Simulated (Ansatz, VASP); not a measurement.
## Two plane-wave programs on Al3GaSb4

```
Al Ga Sb
1.0
     6.22249    0.00000    0.00000
     0.00000    6.22249    0.00000
    -3.11124   -3.11124    6.22252
Al Ga Sb
3 1 4
Direct
  0.50000 0.50000 0.00000
  0.75000 0.25000 0.50000
  0.25000 0.75000 0.50000
  0.00000 0.00000 0.00000
  0.62521 0.62521 0.74995
  0.12474 0.12474 0.74995
  0.37479 0.87526 0.25005
  0.87526 0.37479 0.25005
```

Alike in both runs: task single point; functional PBE; k mesh 4 × 4 × 4; occupations gaussian, width 0.1 eV; no spin polarisation.

|  | VASP | Ansatz |
| --- | --- | --- |
| version | VASP 6.6.1 | Ansatz 0.2.0 |
| potentials or method | VASP PAW PBE potentials, release 64 (Al, Ga_d, Sb), cutoff 520 eV | scalar-relativistic, plane waves, PAW |
| valence electrons in the cell | 42 | 82 |

|  | VASP | Ansatz | Ansatz less VASP |
| --- | --- | --- | --- |
| gap on the k mesh at the Fermi level (eV) | 0.73 | 0.74 | +0.006 |
| least direct gap on the mesh (eV) | 0.81 | 0.81 | -0.001 |
| pressure (GPa) | 0.1 | 0.0 | -0.15 |
| rms of the force components (eV/Å) | 0.004 | 0.000 | -0.0037 |

Atom by atom the forces differ by 0.004 eV/Å (rms over components). With one functional, cell and mesh, what is left measures potentials, basis and numerics. VASP's potentials hold 42 valence electrons a cell and Ansatz's 82, so a difference there can come from the potentials and not from the codes.

Spin-orbit coupling is off throughout.
